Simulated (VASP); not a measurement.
# SiC (Moissanite 3C) (F-43m) in VASP: further runs

Runs on SiC (Moissanite 3C). Level: PBEsol. Tasks: single point.

Program: VASP 6.6.1. These are calculated values, not measurements. Logs are shortened: lines on timing, memory, paths and dates and some standing lists are left out, and cuts for length are marked.

**What was measured.**

From “Insight into the structural, elastic and electronic properties of a new orthorhombic 6O-SiC polytype”, 2020, pmc:7200658, for a bulk crystal of SiC: band gap 2.4 eV (indirect).

The results are compared with them further down.

**1. The cell of the first run**

Symmetry: F-43m, No. 216, cubic system. The conventional cell has a = 4.111 Å, b = 4.111 Å, c = 4.111 Å, α = 90.00°, β = 90.00°, γ = 90.00°. Within 2.4 Å of Si (site symmetry -43m) lie 4 C at 1.78 Å. Within 2.4 Å of C (site symmetry -43m) lie 4 Si at 1.78 Å.

**2. Single point, PBEsol (volume scaled by 0.840)**

The input, INCAR:

```
SYSTEM = SiC
  PREC = Accurate
  ENCUT = 520
  EDIFF = 1E-6
  ISMEAR = 0
  SIGMA = 0.05
  LREAL = .FALSE.
  LASPH = .TRUE.
  NELM = 100
  ALGO = Normal
  ISIF = 2
  LWAVE = .FALSE.
  LCHARG = .TRUE.
  GGA = PS
  LELF = .TRUE.
  LVHAR = .TRUE.
  NBANDS = 11
```

The input, KPOINTS:

```
Automatic mesh
0
G
  18 18 18
  0 0 0
```

The input, POSCAR:

```
SiC
1.0
    0.0000000000      2.0554101347      2.0554101347
    2.0554101347      0.0000000000      2.0554101347
    2.0554101347      2.0554101347      0.0000000000
Si C
1 1
Direct
    0.0000000000      0.0000000000      0.0000000000
    0.2500000000      0.2500000000      0.2500000000
```

Potentials or basis: VASP PAW PBE potentials, release 64 (Si, C).

On the command line:

```sh
$ cat potpaw_PBE.64/Si/POTCAR potpaw_PBE.64/C/POTCAR > POTCAR
$ mpirun -np 1 vasp_std > vasp.out
```

OUTCAR:

```text
SYSTEM = SiC
   PREC = Accurate
   ENCUT = 520
   EDIFF = 1E-6
   ISMEAR = 0
   LREAL = .FALSE.
   LASPH = .TRUE.
   NELM = 100
   ISIF = 2
   GGA = PS

 ion  position               nearest neighbor table
   1  0.000  0.000  0.000-   2 1.78   2 1.78   2 1.78   2 1.78
   2  0.250  0.250  0.250-   1 1.78   1 1.78   1 1.78   1 1.78

  LATTYP: Found a face centered cubic cell.
 ALAT       =     4.1108202694

  Lattice vectors:

 A1 = (   0.0000000000,   2.0554101347,   2.0554101347)
 A2 = (   2.0554101347,   0.0000000000,   2.0554101347)
 A3 = (   2.0554101347,   2.0554101347,   0.0000000000)

Analysis of symmetry for initial positions (statically):
=====================================================================
 Subroutine PRICEL returns:
 Original cell was already a primitive cell.

 Routine SETGRP: Setting up the symmetry group for a
 face centered cubic supercell.

 Subroutine GETGRP returns: Found 24 space group operations
 (whereof 24 operations were pure point group operations)
 out of a pool of 48 trial point group operations.

The static configuration has the point symmetry T_d .

Analysis of symmetry for dynamics (positions and initial velocities):
=====================================================================
 Subroutine PRICEL returns:
 Original cell was already a primitive cell.

 Routine SETGRP: Setting up the symmetry group for a
 face centered cubic supercell.

 Subroutine GETGRP returns: Found 24 space group operations
 (whereof 24 operations were pure point group operations)
 out of a pool of 48 trial point group operations.

The dynamic configuration has the point symmetry T_d .

 Subroutine INISYM returns: Found 24 space group operations
 (whereof 24 operations are pure point group operations),
 and found     1 'primitive' translations

----------------------------------------------------------------------------------------

                                     Primitive cell

  volume of cell :      17.3670

  direct lattice vectors                    reciprocal lattice vectors
     0.000000000  2.055410135  2.055410135    -0.243260453  0.243260453  0.243260453
     2.055410135  0.000000000  2.055410135     0.243260453 -0.243260453  0.243260453
     2.055410135  2.055410135  0.000000000     0.243260453  0.243260453 -0.243260453

  length of vectors
     2.906788889  2.906788889  2.906788889     0.421339464  0.421339464  0.421339464

  position of ions in fractional coordinates (direct lattice)
     0.000000000  0.000000000  0.000000000
     0.250000000  0.250000000  0.250000000

  ion indices of the primitive-cell ions
   primitive index   ion index
                 1           1
                 2           2

----------------------------------------------------------------------------------------

 KPOINTS: Automatic mesh

Automatic generation of k-mesh.
 Grid dimensions read from file:
 generate k-points for:   18   18   18

 Generating k-lattice:

  Cartesian coordinates                     Fractional coordinates (reciprocal lattice)
    -0.013514470  0.013514470  0.013514470     0.055555556  0.000000000  0.000000000
     0.013514470 -0.013514470  0.013514470     0.000000000  0.055555556  0.000000000
     0.013514470  0.013514470 -0.013514470     0.000000000  0.000000000  0.055555556

  Length of vectors
     0.023407748  0.023407748  0.023407748

  Shift w.r.t. Gamma in fractional coordinates (k-lattice)
     0.000000000  0.000000000  0.000000000

 Subroutine IBZKPT returns following result:
 ===========================================

 Found    195 irreducible k-points:

 Following reciprocal coordinates:
            Coordinates               Weight
  0.000000  0.000000  0.000000      1.000000
  0.055556  0.000000  0.000000      8.000000
  0.111111  0.000000  0.000000      8.000000
  0.166667  0.000000  0.000000      8.000000
  0.222222  0.000000  0.000000      8.000000
  0.277778  0.000000  0.000000      8.000000
[... 16 lines left out ...]
 -0.277778  0.055556  0.000000     24.000000
 -0.222222  0.055556  0.000000     24.000000
 [... further k-points ...]
   k-points           NKPTS =    195   k-points in BZ     NKDIM =    195   number of bands    NBANDS=     11
   number of dos      NEDOS =    301   number of ions     NIONS =      2
   total plane-waves  NPLWV =  13824
   dimension x,y,z NGX =    24 NGY =   24 NGZ =   24
   dimension x,y,z NGXF=    48 NGYF=   48 NGZF=   48
   ions per type =               1   1
   NGX,Y,Z   is equivalent  to a cutoff of  13.73, 13.73, 13.73 a.u.
   NGXF,Y,Z  is equivalent  to a cutoff of  27.45, 27.45, 27.45 a.u.
 SYSTEM =  SiC
   PREC   = accura    normal or accurate (medium, high low for compatibility)
   ISTART =      0    job   : 0-new  1-cont  2-samecut
   ICHARG =      2    charge: 1-file 2-atom 10-const
   ISPIN  =      1    spin polarized calculation?
   LNONCOLLINEAR =      F non collinear calculations
   LSORBIT =      F    spin-orbit coupling
   LASPH  =      T    aspherical Exc in radial PAW
   ENCUT  =  520.0 eV  38.22 Ry    6.18 a.u.   5.40  5.40  5.40*2*pi/ulx,y,z
   NELM   =    100;   NELMIN=  2; NELMDL= -5     # of ELM steps
   EDIFF  = 0.1E-05   stopping-criterion for ELM
   LREAL  =      F    real-space projection
   EDIFFG = 0.1E-04   stopping-criterion for IOM
   NSW    =      0    number of steps for IOM
   IBRION =     -1    ionic relax: 0-MD 1-quasi-New 2-CG
   NFREE  =      0    steps in history (QN), initial steepest desc. (CG)
   ISIF   =      2    stress and relaxation
   ISYM   =      2    0-nonsym 1-usesym 2-fastsym
   POTIM  = 0.5000    time-step for ionic-motion
   TEBEG  =    0.0;   TEEND  =   0.0 temperature during run
   PSTRESS=    0.0 pullay stress
   NELECT =       8.0000    total number of electrons
   NUPDOWN=      -1.0000    fix difference up-down
   EMIN   =  10.00;   EMAX   =-10.00  energy-range for DOS
   EFERMI =   0.00;   METHOD = LEGACY
   ISMEAR =     0;   SIGMA  =   0.05  broadening in eV -4-tet -1-fermi 0-gaus
   EFERMI_NEDOS =   21; number of points for ismear=-14 and -15
   IALGO  =     38    algorithm
   IMIX   =      4    mixing-type and parameters
     AMIX     =   0.40;   BMIX     =  1.00
     AMIX_MAG =   1.60;   BMIX_MAG =  1.00
  volume/ion in A,a.u.               =       8.68        58.60
  Fermi-wavevector in a.u.,A,eV,Ry     =   1.264337  2.389251 21.749582  1.598549
  Thomas-Fermi vector in A             =   2.397648
   LORBIT       =      0    0 simple, 1 ext, 2 COOP (PROOUT), +10 PAW based schemes
   GGA     = PS    functional components
   LHFCALC =     F    Hartree Fock is set to
   AEXX    =    0.0000 exact exchange contribution
   IVDW    =     0    specifies the selected vdW correction
   LEPSILON=     F    determine dielectric tensor
   LRPA    =     F    only Hartree local field effects (RPA)
 non-spin polarized calculation
 Gauss-broadening in eV      SIGMA  =   0.05
  energy-cutoff  :      520.00
  volume of cell :       17.37
 maximum number of plane-waves:       489
 NGX is ok and might be reduce to    24
   NGX = 11   NGY = 11   NGZ = 11

 number of electron       8.0000001 magnetization

 Free energy of the ion-electron system (eV)
  ---------------------------------------------------
  ext. energy  EPLUGINS =         0.00000000
  ---------------------------------------------------
  free energy    TOTEN  =       -15.42158913 eV

  energy without entropy =      -15.42158913  energy(sigma->0) =      -15.42158913

 E-fermi :  10.4519     XC(G=0): -12.2763

 val. band max:       10.1454432345   @ k =   0.0000   0.0000   0.0000
 cond. band min:      11.2011105901   @ k =   0.5000   0.5000   0.0000
 fundamental gap:      1.0556673556
 Fermi energy:        10.4518799014

 k-point     1 :       0.0000    0.0000    0.0000
  band No.  band energies     occupation
      1      -6.7219      2.00000
      2      10.1454      2.00000
      3      10.1454      2.00000
      4      10.1454      2.00000
      5      18.4101      0.00000
      6      18.7104      0.00000
      7      18.7104      0.00000
      8      18.7104      0.00000
      9      25.6893      0.00000
     10      25.6893      0.00000
     11      28.7508      0.00000

 k-point     2 :       0.0556    0.0000    0.0000
  band No.  band energies     occupation
      1      -6.6525      2.00000
      2       9.7972      2.00000
      3      10.1010      2.00000
      4      10.1010      2.00000
      5      18.3898      0.00000
      6      18.8029      0.00000
      7      18.8029      0.00000
      8      18.9115      0.00000
      9      25.2047      0.00000
     10      25.2047      0.00000
     11      28.2606      0.00000

 k-point     3 :       0.1111    0.0000    0.0000
  band No.  band energies     occupation
      1      -6.4450      2.00000
      2       8.8802      2.00000
      3       9.9788      2.00000
      4       9.9788      2.00000
      5      18.2367      0.00000
      6      19.0313      0.00000
      7      19.0313      0.00000
      8      19.4981      0.00000
      9      24.4104      0.00000
     10      24.4104      0.00000
     11      27.6354      0.00000

 k-point     4 :       0.1667    0.0000    0.0000
  band No.  band energies     occupation
      1      -6.1013      2.00000
      2       7.6291      2.00000
      3       9.8066      2.00000
      4       9.8066      2.00000
      5      18.0086      0.00000
      6      19.2430      0.00000
      7      19.2430      0.00000
      8      20.2100      0.00000
      9      23.9004      0.00000
     10      23.9004      0.00000
     11      27.1081      0.00000
[... 239 lines left out ...]
 k-point    22 :      -0.3333    0.0556    0.0000
  band No.  band energies     occupation
      1      -4.0060      2.00000
      2       2.9677      2.00000
      3       8.7489      2.00000
      4       9.3605      2.00000
      5      17.4483      0.00000
      6      18.4609      0.00000
      7      18.4829      0.00000
      8      21.5055      0.00000
      9      25.2339      0.00000
     10      26.6623      0.00000
     11      28.1768      0.00000

 k-point    23 :      -0.2778    0.0556    0.0000
  band No.  band energies     occupation
      1      -4.7426      2.00000
      2       4.3408      2.00000
      3       8.8556      2.00000
      4       9.5597      2.00000
      5      17.6214      0.00000
      6      18.7773      0.00000
      7      18.8847      0.00000
      8      21.2907      0.00000
      9      24.0299      0.00000
     10      25.8144      0.00000
     11      27.5517      0.00000

 k-point    24 :      -0.2222    0.0556    0.0000
  band No.  band energies     occupation
      1      -5.3794      2.00000
      2       5.7671      2.00000
      3       9.0215      2.00000
      4       9.7636      2.00000
      5      17.8236      0.00000
      6      19.0477      0.00000
      7      19.2742      0.00000
      8      20.8776      0.00000
      9      23.2139      0.00000
     10      25.0835      0.00000
     11      27.3533      0.00000

 [... further k-points ...]

------------------------ aborting loop because EDIFF is reached ----------------------------------------

  FORCE on cell =-STRESS in cart. coord.  units (eV):
  Direction    XX          YY          ZZ          XY          YZ          ZX
  --------------------------------------------------------------------------------------
  -------------------------------------------------------------------------------------
  Total        5.8975593      5.8975593      5.8975593     -0.0000000      0.0000000     -0.0000000
  in kB      544.0733130    544.0733130    544.0733130     -0.0000000      0.0000000     -0.0000000
  external PRESSURE =     544.0733130 kB  Pullay stress =       0.0000000 kB

 VOLUME and BASIS-vectors are now :
 -----------------------------------------------------------------------------
  energy-cutoff  :      520.00
  volume of cell :       17.37
      direct lattice vectors                 reciprocal lattice vectors
     0.000000000  2.055410135  2.055410135    -0.243260453  0.243260453  0.243260453
     2.055410135  0.000000000  2.055410135     0.243260453 -0.243260453  0.243260453
     2.055410135  2.055410135  0.000000000     0.243260453  0.243260453 -0.243260453

 POSITION                                       TOTAL-FORCE (eV/Angst)
 -----------------------------------------------------------------------------------
      0.00000      0.00000      0.00000         0.000000      0.000000      0.000000
      1.02771      1.02771      1.02771        -0.000000     -0.000000     -0.000000
 -----------------------------------------------------------------------------------
    total drift:                                0.000000      0.000000      0.000000

  FREE ENERGIE OF THE ION-ELECTRON SYSTEM (eV)
  ---------------------------------------------------
  free  energy   TOTEN  =       -15.4215891327 eV

  energy  without entropy=      -15.4215891327  energy(sigma->0) =      -15.42158913
```

It took 18 s on 1 thread of Intel Xeon Platinum 8488C (Sapphire Rapids), shared host; peak memory 0.16 GiB.

Results:

* Free energy: -15.4216 eV
* Pressure: 54.4 GPa
* Band gap on the k mesh: 1.06 eV, indirect (least direct gap 4.60 eV)

Caveat: the PAW data sets were made with another functional, which shifts forces and pressure a little. A k mesh can miss the band edges.

(Part 1 of 4 ends here.)
